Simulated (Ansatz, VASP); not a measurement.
Two plane-wave programs on InSb3

Contents of INCAR:

```
ALGO = Normal ; EDIFF = 1E-7
ENCUT = 520 ; GGA = PE
ISIF = 2 ; ISMEAR = 0
IVDW = 12 ; LASPH = True
LCHARG = False ; LREAL = False
LWAVE = False ; NBANDS = 22
NELM = 60 ; PREC = Accurate
SIGMA = 0.15
```

File KPOINTS:

```
k-points
0
Gamma
  10 10 10
```

The input POSCAR:

```
InSb3
1.0
    4.5439805049      0.0000000000      0.0000000000
    0.0000000000      4.5439805049      0.0000000000
    0.0000000000      0.0000000000      4.5439805049
In Sb
1 3
Direct
    0.0000000000      0.0000000000      0.0000000000
    0.5000000000      0.0000000000      0.5000000000
    0.0000000000      0.5000000000      0.5000000000
    0.5000000000      0.5000000000      0.0000000000
```

Input for Ansatz:

```yaml
crystal:
  lattice:
    - [4.5439805049, 0.0, 0.0]
    - [0.0, 4.5439805049, 0.0]
    - [0.0, 0.0, 4.5439805049]
  atoms:
    - { symbol: In, position: [0.0, 0.0, 0.0] }
    - { symbol: Sb, position: [0.5, 0.0, 0.5] }
    - { symbol: Sb, position: [0.0, 0.5, 0.5] }
    - { symbol: Sb, position: [0.5, 0.5, 0.0] }
basis:
  ecutwfc: 420
kpoints:
  mp_grid: { grid: [10, 10, 10] }
hamiltonian:
  xc: pbe
  dispersion: d3bj
scf:
  occupations: { method: gaussian, width: 0.15 }
output:
  forces: true
  stress: true
  eigenvalues: true
```

Change from the starting cell: strain -0.040 along x and y, -0.040 along z, atoms carried along.

Alike in both runs: task single point; functional PBE; dispersion D3(BJ); k mesh 10 × 10 × 10; occupations gaussian, width 0.15 eV; no spin polarisation.

```csv
,VASP,Ansatz
version,VASP 6.6.1,Ansatz 0.2.0
potentials or method,"VASP PAW PBE potentials, release 64 (In_d, Sb), cutoff 520 eV","scalar-relativistic, plane waves, PAW"
valence electrons in the cell,28,58
```

```csv
,VASP,Ansatz,Ansatz less VASP
gap on the k mesh at the Fermi level (eV),none,none,-
pressure (GPa),9.4,9.4,+0.06
```

A gap of «none» marks a metal or a gap that the smearing closes. VASP's potentials hold 28 valence electrons a cell and Ansatz's 58, so a difference there can come from the potentials and not from the codes.

Neither program's run includes spin-orbit coupling.
